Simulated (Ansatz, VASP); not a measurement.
## One calculation of As2Se, two programs

```xyz
3
Lattice="4.5717 0.0000 0.0000 -2.2859 3.9592 0.0000 0.0000 0.0000 3.4160" Properties=species:S:1:pos:R:3 pbc="T T T"
As    0.0000    2.6395    1.7080
As    2.2859    1.3197    1.7080
Se    0.0000    0.0000    0.0000
```

Change from the starting cell: species swapped into the HoHg2 type (P6/mmm, No. 191).

Alike in both runs: functional PBE; k mesh 5 × 5 × 6; occupations gaussian, width 0.2 eV; no spin polarisation.

Ansatz relaxed the structure, and its values are those at the end. VASP's run is a single point on that final structure, the one shown.

|  | VASP | Ansatz |
| --- | --- | --- |
| version | VASP 6.6.1 | Ansatz 0.2.0 |
| potentials or method | VASP PAW PBE potentials, release 64 (As, Se), cutoff 500 eV | scalar-relativistic, plane waves, PAW |
| valence electrons in the cell | 16 | 46 |

```csv
,VASP,Ansatz,Ansatz less VASP
gap on the k mesh at the Fermi level (eV),none,none,-
pressure (GPa),-0.2,-0.2,-0.06
```

A gap of «none» marks a metal or a gap that the smearing closes. VASP's potentials hold 16 valence electrons a cell and Ansatz's 46, so a difference there can come from the potentials and not from the codes.
